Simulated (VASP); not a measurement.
Here is a VASP 6.6.1 calculation.

INCAR

```
ALGO = Normal
EDIFF = 1E-7
ENCUT = 520
GGA = PE
ISIF = 2
ISMEAR = 0
LASPH = True
LCHARG = False
LREAL = False
LWAVE = False
NBANDS = 16
NELM = 100
PREC = Accurate
SIGMA = 0.1
```

File KPOINTS:

```
k-points
0
Gamma
  12 12 8
```

POSCAR

```
RbSi2
1.0
    3.9716658493      0.0000000000      0.0000000000
   -1.9858329247      3.4395635208      0.0000000000
    0.0000000000      0.0000000000      6.0474150687
Rb Si
1 2
Direct
    0.0000000000      0.0000000000      0.0000000000
    0.3333333333      0.6666666667      0.4489264928
    0.6666666667      0.3333333333      0.5510735072
```

Potentials or basis: VASP PAW PBE potentials, release 64 (Rb_sv, Si).

The run is started by

```sh
$ cat potpaw_PBE.64/Rb_sv/POTCAR potpaw_PBE.64/Si/POTCAR > POTCAR
$ mpirun -np 1 vasp_std > vasp.out
```

Predict the largest force.

0.009 eV/Å.

Estimate the pressure.

0.0 GPa.

Forces in eV/Å, atoms in the order of the input:
```
Rb   0.000  0.000  0.000
Si   0.000  0.000  0.009
Si   0.000  0.000 -0.009
```
